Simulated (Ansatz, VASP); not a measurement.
## One calculation of Nb3C2, two programs

```xyz
5
Lattice="2.7689 0.0000 0.0000 -1.3844 2.3979 0.0000 0.0000 0.0000 9.9570" Properties=species:S:1:pos:R:3 pbc="T T T"
Nb    1.3844    0.7993    2.2574
Nb    1.3844    0.7993    7.6996
Nb    1.3844    0.7993    4.9785
C     1.3844    0.7993    0.0000
C     0.0000    0.0000    0.0000
```

Alike in both runs: task single point; functional PBE; k mesh 6 × 6 × 2; occupations gaussian, width 0.1 eV; collinear spin.

|  | VASP | Ansatz |
| --- | --- | --- |
| version | VASP 6.6.1 | Ansatz 0.2.0 |
| potentials or method | VASP PAW PBE potentials, release 64 (Nb_sv, C), cutoff 520 eV | scalar-relativistic, plane waves, PAW |
| valence electrons in the cell | 47 | 47 |

Ansatz gave:

```
gap on the k mesh at the Fermi level (eV)                     : none
pressure (GPa)                                                : 0.1
traceless stress, the component that is largest in VASP (GPa) : -0.22
rms of the force components (eV/Å)                            : 0.015
net moment per atom (μB)                                      : 0.01
size of the moment on the site where the two differ most (μB) : 0.02
```

**Question.** Estimate VASP's values.

**Answer.** gap on the k mesh at the Fermi level (eV): none; pressure (GPa): 0.0; traceless stress, the component that is largest in VASP (GPa): -0.33; rms of the force components (eV/Å): 0.013; net moment per atom (μB): 0.02; size of the moment on the site where the two differ most (μB): 0.05.

Site moments also hang on the region over which each program counts them. Atom by atom the forces differ by 0.001 eV/Å (rms over components). A gap of «none» marks a metal or a gap that the smearing closes. With one functional, cell and mesh, what is left measures potentials, basis and numerics. Ansatz's warnings: seeded moment not kept.

The k mesh is coarse, so the values compare programs but aren't converged.
